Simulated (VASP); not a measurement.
Ag, 1 atom in the cell. It takes space group Im-3m (No. 229, cubic). Conventional cell: a = 3.311 Å, b = 3.311 Å, c = 3.311 Å, α = 90.00°, β = 90.00°, γ = 90.00°. Ag (site symmetry m-3m) has 14 Ag at 2.87 to 3.31 Å within 3.8 Å. 

| Item | Value |
| --- | --- |
| Program | VASP 6.6.1 |
| Task | relaxation of volume and atoms at fixed shape |
| Functional | PBEsol |
| Potentials or basis | VASP PAW PBE potentials, release 64 (Ag) |
| Cutoff | 600 eV |
| k mesh | 20 × 20 × 20 |
| Occupations | methfessel-paxton, width 0.05 eV |
| Spin | no spin polarisation |
| Dipole correction | no |
| Further INCAR settings | ALGO = Normal; EDIFF = 1e-06; IBRION = 2; EDIFFG = -0.01; NSW = 80; ISIF = 8 |

Potentials or basis: VASP PAW PBE potentials, release 64 (Ag).

Launch:

```console
$ cat potpaw_PBE.64/Ag/POTCAR > POTCAR
$ mpirun -np 1 vasp_std > vasp.out
```

Hardware: 1 thread of AMD EPYC 7R13 Processor (Zen 3), with other jobs on the host.

Problem. How long does it take, and how much memory?

Solution. It took 120 s on 1 thread of AMD EPYC 7R13 Processor (Zen 3) (shared host), peak memory 0.16 GiB. Counts: scf iterations 25, k points 256, ion steps 3.
